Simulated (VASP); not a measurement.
A run of VASP 6.6.1:

File POSCAR:

```
KF
1.0
    0.0000000000      2.7002350000      2.6735000000
    2.7002350000      0.0000000000      2.6735000000
    2.7002350000      2.7002350000      0.0000000000
K F
1 1
Direct
    0.0000000000      0.0000000000      0.0000000000
    0.5000000000      0.5000000000      0.5000000000
```

INCAR.step1

```
SYSTEM = KF
PREC     = Accurate       ! precision mode
ENCUT    = 520            ! plane-wave cutoff, eV
ISMEAR   = 0              ! smearing method
SIGMA    = 0.05           ! smearing width, eV
LREAL    = .FALSE.        ! projectors in reciprocal space
LASPH    = .TRUE.         ! aspherical terms in the spheres
NELM     = 80             ! most SCF steps
NBANDS   = 15             ! bands
GGA      = PE             ! functional
ALGO     = Normal         ! electronic algorithm
EDIFF    = 1E-4           ! SCF threshold, eV
LWAVE    = .TRUE.         ! write WAVECAR
LCHARG   = .FALSE.        ! write CHGCAR
```

Contents of INCAR.step2:

```
SYSTEM = KF
PREC     = Accurate       ! precision mode
ENCUT    = 520            ! plane-wave cutoff, eV
EDIFF    = 1E-7           ! SCF threshold, eV
ISMEAR   = 0              ! smearing method
SIGMA    = 0.05           ! smearing width, eV
LREAL    = .FALSE.        ! projectors in reciprocal space
LASPH    = .TRUE.         ! aspherical terms in the spheres
NELM     = 80             ! most SCF steps
ALGO     = Normal         ! electronic algorithm
ISIF     = 2              ! what is computed and relaxed
LWAVE    = .FALSE.        ! write WAVECAR
LCHARG   = .FALSE.        ! write CHGCAR
METAGGA  = R2SCAN         ! meta-GGA
LMIXTAU  = .TRUE.       
NBANDS   = 15             ! bands
ISTART   = 1
```

The input KPOINTS:

```
regular mesh
0
G
  8 8 8
  0 0 0
```

Potentials or basis: VASP PAW PBE potentials, release 64 (K_sv, F).

Run with:

```bash
$ cat potpaw_PBE.64/K_sv/POTCAR potpaw_PBE.64/F/POTCAR > POTCAR
$ cp INCAR.step1 INCAR
$ mpirun -np 1 vasp_std > vasp.out
$ cp INCAR.step2 INCAR
$ mpirun -np 1 vasp_std > vasp.out
```

Hardware: 1 thread of AMD EPYC 7R13 Processor (Zen 3), on a shared host.

**Question.** How long does it take, and how much memory?

**Answer.** Wall time 2.1 min on 1 thread of AMD EPYC 7R13 Processor (Zen 3), on a shared host, peak memory 0.16 GiB. Counts: k points 59.
